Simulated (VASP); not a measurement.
# PbO (Pmmn) in VASP: relaxation of cell and atoms with PBE

Aim: the relaxation of cell and atoms of PbO with PBE.

All numbers are computed with VASP 6.6.1; they aren't measurements. Logs are shortened: lines on timing, memory, paths and dates and some standing lists are left out, and cuts for length are marked.

## (1) The cell of the first run

The structure is orthorhombic, space group Pmmn (No. 59). The conventional cell has a = 3.836 Å, b = 4.286 Å, c = 5.869 Å, α = 90.00°, β = 90.00°, γ = 90.00°. Within 3.1 Å of Pb (site symmetry mm2) lie 4 O at 2.32 to 2.39 Å. Within 3.1 Å of O (site symmetry mm2) lie 4 Pb at 2.32 to 2.39 Å and 4 O at 2.89 Å.

## (2) Relaxation of cell and atoms, PBE (atoms taken out)

File INCAR:

```
SYSTEM = PbO
PREC     = Accurate       ! precision mode
ENCUT    = 600            ! plane-wave cutoff, eV
EDIFF    = 1E-6           ! SCF threshold, eV
ISMEAR   = 0              ! smearing method
SIGMA    = 0.02           ! smearing width, eV
LREAL    = .FALSE.        ! projectors in reciprocal space
LASPH    = .TRUE.         ! aspherical terms in the spheres
NELM     = 100            ! most SCF steps
ALGO     = Normal         ! electronic algorithm
ISIF     = 3              ! what is computed and relaxed
LWAVE    = .FALSE.        ! write WAVECAR
LCHARG   = .FALSE.        ! write CHGCAR
GGA      = PE             ! functional
IBRION   = 2              ! ionic algorithm
NSW      = 100            ! ionic steps
EDIFFG   = -0.01          ! ionic threshold
```

File KPOINTS:

```
regular mesh
0
G
  8 6 6
  0 0 0
```

File POSCAR:

```
PbO
1.0
    3.8362627933      0.0000000000      0.0000000000
    0.0000000000      4.2860871300      0.0000000000
    0.0000000000      0.0000000000      5.8686282959
Pb O
2 2
Direct
    0.0000000000      0.0000000000      0.2986737878
    0.5000000000      0.5000000000      0.7013262122
    0.0000000000      0.5000000000      0.4792219055
    0.5000000000      0.0000000000      0.5207780945
```

Potentials or basis: VASP PAW PBE potentials, release 64 (Pb_d, O).

The run is started by

```bash
$ cat potpaw_PBE.64/Pb_d/POTCAR potpaw_PBE.64/O/POTCAR > POTCAR
$ mpirun -np 1 vasp_std > vasp.out
```

OUTCAR:

```text
SYSTEM = PbO
   PREC = Accurate
   ENCUT = 600
   EDIFF = 1E-6
   ISMEAR = 0
   LREAL = .FALSE.
   LASPH = .TRUE.
   NELM = 100
   ISIF = 3
   GGA = PE
   IBRION = 2
   NSW = 100
   EDIFFG = -0.01

 ion  position               nearest neighbor table
   1  0.000  0.000  0.299-   4 2.32   4 2.32   3 2.39   3 2.39   2 3.72   2 3.72   2 3.72   2 3.72

   2  0.500  0.500  0.701-   3 2.32   3 2.32   4 2.39   4 2.39   1 3.72   1 3.72   1 3.72   1 3.72

   3  0.000  0.500  0.479-   2 2.32   2 2.32   1 2.39   1 2.39
   4  0.500  0.000  0.521-   1 2.32   1 2.32   2 2.39   2 2.39

  LATTYP: Found a simple orthorhombic cell.
 ALAT       =     3.8362627933
 B/A-ratio  =     1.1172558714
 C/A-ratio  =     1.5297774454

  Lattice vectors:

 A1 = (   3.8362627933,   0.0000000000,   0.0000000000)
 A2 = (   0.0000000000,   4.2860871300,   0.0000000000)
 A3 = (   0.0000000000,   0.0000000000,   5.8686282959)

Analysis of symmetry for initial positions (statically):
=====================================================================
 Subroutine PRICEL returns:
 Original cell was already a primitive cell.

 Routine SETGRP: Setting up the symmetry group for a
 simple orthorhombic supercell.

 Subroutine GETGRP returns: Found  8 space group operations
 (whereof  4 operations were pure point group operations)
 out of a pool of  8 trial point group operations.

The static configuration has the point symmetry C_2v.
 The point group associated with its full space group is D_2h.

Analysis of symmetry for dynamics (positions and initial velocities):
=====================================================================
 Subroutine PRICEL returns:
 Original cell was already a primitive cell.

 Routine SETGRP: Setting up the symmetry group for a
 simple orthorhombic supercell.

 Subroutine GETGRP returns: Found  8 space group operations
 (whereof  4 operations were pure point group operations)
 out of a pool of  8 trial point group operations.

The dynamic configuration has the point symmetry C_2v.
 The point group associated with its full space group is D_2h.

 Subroutine INISYM returns: Found  8 space group operations
 (whereof  4 operations are pure point group operations),
 and found     1 'primitive' translations
[... 116 lines left out ...]
   IALGO  =     38    algorithm
   IMIX   =      4    mixing-type and parameters
     AMIX     =   0.40;   BMIX     =  1.00
     AMIX_MAG =   1.60;   BMIX_MAG =  1.00
  volume/ion in A,a.u.               =      24.12       162.80
  Fermi-wavevector in a.u.,A,eV,Ry     =   1.220655  2.306703 20.272654  1.489998
  Thomas-Fermi vector in A             =   2.355865
   LORBIT       =      0    0 simple, 1 ext, 2 COOP (PROOUT), +10 PAW based schemes
   GGA     = PE    functional components
   LHFCALC =     F    Hartree Fock is set to
   AEXX    =    0.0000 exact exchange contribution
   IVDW    =     0    specifies the selected vdW correction
   LEPSILON=     F    determine dielectric tensor
   LRPA    =     F    only Hartree local field effects (RPA)
 conjugate gradient relaxation of ions
 non-spin polarized calculation
 Gauss-broadening in eV      SIGMA  =   0.02
  energy-cutoff  :      600.00
  volume of cell :       96.50
 maximum number of plane-waves:      3248
 NGX is ok and might be reduce to    32
   NGX = 15   NGY = 17   NGZ = 23

--------------------------------------- Ionic step        1  -------------------------------------------

 number of electron      40.0000005 magnetization

 Free energy of the ion-electron system (eV)
  ---------------------------------------------------
  ext. energy  EPLUGINS =         0.00000000
  ---------------------------------------------------
  free energy    TOTEN  =       -21.51367778 eV

  energy without entropy =      -21.51367778  energy(sigma->0) =      -21.51367778

------------------------ aborting loop because EDIFF is reached ----------------------------------------

  FORCE on cell =-STRESS in cart. coord.  units (eV):
  Direction    XX          YY          ZZ          XY          YZ          ZX
  --------------------------------------------------------------------------------------
  -------------------------------------------------------------------------------------
  Total        0.1188960     -0.1382970     -0.0217129      0.0000000      0.0000000      0.0000000
  in kB        1.9741116     -2.2962413     -0.3605144      0.0000000      0.0000000      0.0000000
  external PRESSURE =      -0.2275481 kB  Pullay stress =       0.0000000 kB
[... 95 lines left out ...]
  FREE ENERGIE OF THE ION-ELECTRON SYSTEM (eV)
  ---------------------------------------------------
  free  energy   TOTEN  =       -21.5146395860 eV

  energy  without entropy=      -21.5146395860  energy(sigma->0) =      -21.51463959

[... ionic steps 4 to 15 ...]

--------------------------------------- Ionic step       16  -------------------------------------------

 number of electron      39.9999998 magnetization

------------------------ aborting loop because EDIFF is reached ----------------------------------------
[... 71 lines left out ...]
--------------------------------------- Ionic step       18  -------------------------------------------

 number of electron      39.9999998 magnetization

 Free energy of the ion-electron system (eV)
  ---------------------------------------------------
  ext. energy  EPLUGINS =         0.00000000
  ---------------------------------------------------
  free energy    TOTEN  =       -21.52596221 eV

  energy without entropy =      -21.52596221  energy(sigma->0) =      -21.52596221

 E-fermi :   4.0048     XC(G=0):  -9.1070

 val. band max:        3.8925739088   @ k =   0.1250   0.0000   0.0000
 cond. band min:       5.5949729915   @ k =   0.5000   0.5000   0.0000
 fundamental gap:      1.7023990828
 Fermi energy:         4.0047786089

 k-point     1 :       0.0000    0.0000    0.0000
  band No.  band energies     occupation
      1     -14.0207      2.00000
      2     -13.6299      2.00000
      3     -11.9859      2.00000
      4     -11.9852      2.00000
      5     -11.9399      2.00000
      6     -11.9295      2.00000
[... 637 lines left out ...]
     23       9.3270      0.00000
     24       9.8428      0.00000

 [... further k-points ...]

------------------------ aborting loop because EDIFF is reached ----------------------------------------

  FORCE on cell =-STRESS in cart. coord.  units (eV):
  Direction    XX          YY          ZZ          XY          YZ          ZX
  --------------------------------------------------------------------------------------
  -------------------------------------------------------------------------------------
  Total        0.0237215     -0.0124631      0.0265303      0.0000000      0.0000000      0.0000000
  in kB        0.4208836     -0.2211287      0.4707194      0.0000000      0.0000000      0.0000000
  external PRESSURE =       0.2234914 kB  Pullay stress =       0.0000000 kB
[... 19 lines left out ...]
  FREE ENERGIE OF THE ION-ELECTRON SYSTEM (eV)
  ---------------------------------------------------
  free  energy   TOTEN  =       -21.5259622081 eV

  energy  without entropy=      -21.5259622081  energy(sigma->0) =      -21.52596221

 reached required accuracy - stopping structural energy minimisation
```

Wall time 12 min (1 thread of Intel Xeon 6975P-C (Granite Rapids), shared host); peak memory 0.37 GiB.

What came out:

- Free energy: -21.5260 eV
- Relaxed volume: 22.58 Å³/atom
- Relaxed cell: a = 3.967 Å, b = 4.148 Å, c = 5.487 Å, α = 90.00°, β = 90.00°, γ = 90.00°
- Space group after relaxing (to 0.1 Å): Pmmn (No. 59)
- Energy gained by relaxing: 3.1 meV/atom
- Ionic steps: 18
- Pressure after relaxing: 0.0 GPa
- Largest force after relaxing: 0.006 eV/Å
- Band gap on the k mesh: 1.70 eV (least direct gap 1.99 eV)

Forces in eV/Å, atoms in the order of the input:
```
Pb   0.000  0.000  0.004
Pb   0.000  0.000 -0.004
O    0.000  0.000  0.006
O    0.000  0.000 -0.006
```

Step by step:
| step | energy change (eV) | largest force (eV/Å) | pressure (GPa) | volume (Å³) |
| --- | --- | --- | --- | --- |
| 1 | 0.0000 | 0.0753 | -0.02 | 96.50 |
| 2 | -0.0007 | 0.0283 | -0.16 | 96.45 |
| 3 | -0.0010 | 0.0507 | -0.29 | 96.40 |
| 4 | -0.0014 | 0.0555 | -0.24 | 96.19 |
| 5 | -0.0022 | 0.0703 | 0.00 | 95.57 |
| 6 | -0.0016 | 0.1031 | 0.46 | 94.34 |
| 7 | -0.0023 | 0.0799 | 0.12 | 95.20 |
| 8 | -0.0029 | 0.0748 | 0.12 | 95.03 |
| 9 | -0.0045 | 0.0597 | 0.13 | 94.51 |
| 10 | -0.0070 | 0.0299 | 0.12 | 93.48 |
| 11 | -0.0091 | 0.0586 | 0.12 | 91.41 |
| 12 | -0.0110 | 0.0506 | 0.02 | 91.03 |
| 13 | -0.0121 | 0.0421 | -0.08 | 90.60 |
| 14 | -0.0122 | 0.0407 | -0.13 | 90.50 |
| 15 | -0.0122 | 0.0394 | -0.14 | 90.42 |
| 16 | -0.0122 | 0.0389 | -0.12 | 90.46 |
| 17 | -0.0120 | 0.0549 | 0.25 | 90.05 |
| 18 | -0.0123 | 0.0060 | 0.02 | 90.30 |

Final structure:
```
CELL_PARAMETERS angstrom
3.96730 0.00000 0.00000
0.00000 4.14820 0.00000
0.00000 0.00000 5.48703
ATOMIC_POSITIONS crystal
Pb 0.00000 0.00000 0.28317
Pb 0.50000 0.50000 0.71683
O 0.00000 0.50000 0.49085
O 0.50000 0.00000 0.50915
```

Caveat: the cell differs from its parent crystal (atoms taken out); spin-orbit coupling is left out, which moves the levels of the heavy elements. A k mesh can miss the band edges.
